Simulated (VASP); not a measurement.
# Al2CdPb4: relaxation of cell and atoms with PBE

Crystal: Al2CdPb4.

```xyz
7
Lattice="3.8854 0.0000 0.0000 -1.9427 3.3649 0.0000 0.0000 0.0000 15.2626" Properties=species:S:1:pos:R:3 pbc="T T T"
Al    0.0000    0.0000    3.3288
Al    0.0000    0.0000   11.9338
Cd    0.0000    0.0000    7.6313
Pb    1.9427    1.1216    5.2792
Pb    0.0000    2.2433    9.9834
Pb    0.0000    2.2433   13.9254
Pb    1.9427    1.1216    1.3372
```

* Program: VASP 6.6.1
* Task: relaxation of cell and atoms
* Functional: PBE
* Potentials or basis: VASP PAW PBE potentials, release 64 (Al, Cd, Pb_d)
* Cutoff: 600 eV
* k mesh: 12 × 12 × 2
* Occupations: gaussian, width 0.1 eV
* Spin: no spin polarisation
* Dipole correction: no
* Further INCAR settings: ALGO = Normal; EDIFF = 1e-06; IBRION = 2; EDIFFG = -0.01; NSW = 100; ISIF = 3

```yaml
Relaxed_volume: 27.86 Å³/atom
Relaxed_cell: a = 3.610 Å, b = 3.610 Å, c = 17.283 Å, α = 90.00°, β = 90.00°, γ = 120.00°
Space_group_after_relaxing_to_0.05_Å: P-3m1 (No. 164)
Energy_gained_by_relaxing: 47.2 meV/atom
Ionic_steps: 23
Pressure_after_relaxing: 0.0 GPa
Largest_force_after_relaxing: 0.009 eV/Å
Band_gap_on_the_k_mesh: zero (band 37 reaches 10.25 eV, above the bottom of band 38 at 4.55 eV)
```

Forces in eV/Å, atoms in the order of the input:
```
Al   0.000  0.000 -0.002
Al   0.000  0.000  0.002
Cd   0.000  0.000  0.000
Pb   0.000  0.000  0.007
Pb   0.000  0.000 -0.007
Pb   0.000  0.000 -0.009
Pb   0.000  0.000  0.009
```

Step by step:
```tsv
step	energy change (eV)	largest force (eV/Å)	pressure (GPa)	volume (Å³)
1	0.0000	0.0611	0.51	199.54
2	-0.0135	0.0381	-0.04	202.15
3	-0.0182	0.0266	-0.52	204.64
4	-0.0300	0.0352	-0.54	204.51
5	-0.0810	0.0956	-0.64	204.02
6	-0.2331	0.0572	-0.88	202.59
7	-0.2674	0.0849	-0.85	198.10
8	-0.3066	0.0851	-1.02	199.89
9	-0.2988	0.0614	-1.02	201.35
10	-0.3106	0.0758	-1.03	200.61
11	-0.3229	0.0720	0.12	193.89
12	-0.3257	0.0739	-0.24	195.90
13	-0.3293	0.0560	-0.06	195.29
14	-0.3298	0.0462	0.01	194.97
15	-0.3298	0.0443	0.04	194.92
16	-0.3298	0.0451	0.04	194.94
17	-0.3301	0.0290	0.01	195.11
18	-0.3302	0.0119	-0.03	195.32
19	-0.3303	0.0134	-0.01	195.10
20	-0.3303	0.0168	0.06	194.80
21	-0.3303	0.0164	0.03	194.94
22	-0.3304	0.0119	0.02	194.97
23	-0.3305	0.0090	0.00	195.03
```

Final structure:
```xyz
7
Lattice="3.6097 0.0000 0.0000 -1.8049 3.1261 0.0000 0.0000 0.0000 17.2829" Properties=species:S:1:pos:R:3 pbc="T T T"
Al    0.0000    0.0000    3.7551
Al    0.0000    0.0000   13.5278
Cd    0.0000    0.0000    8.6415
Pb    1.8049    1.0420    6.0267
Pb    0.0000    2.0841   11.2562
Pb    0.0000    2.0841   15.8030
Pb    1.8049    1.0420    1.4799
```

Levels at points of the mesh, in eV from the Fermi level:
| k point | band 34 | band 35 | band 36 | band 37 | band 38 | band 39 | band 40 | band 41 |
| --- | --- | --- | --- | --- | --- | --- | --- | --- |
| (0.00, 0.00, 0.00) | -1.13 | 3.17 | 3.55 | 4.33 | 4.33 | 4.46 | 4.46 | 5.37 |
| (0.50, 0.00, 0.00) | -2.73 | -2.62 | -0.83 | -0.60 | -0.46 | -0.19 | 1.36 | 1.72 |
| (0.00, 0.00, 0.50) | 0.55 | 1.33 | 4.31 | 4.31 | 4.49 | 4.49 | 5.31 | 5.31 |
| (0.50, 0.00, 0.50) | -2.51 | -2.30 | -1.57 | -1.22 | 0.54 | 0.79 | 1.14 | 1.40 |

Wall time 70 min on 1 thread of AMD EPYC 9R45 96-Core Processor (Zen 5), with other jobs on the host, peak memory 0.6 GiB.

Caveat: spin-orbit coupling is left out, which moves the levels of the heavy elements.
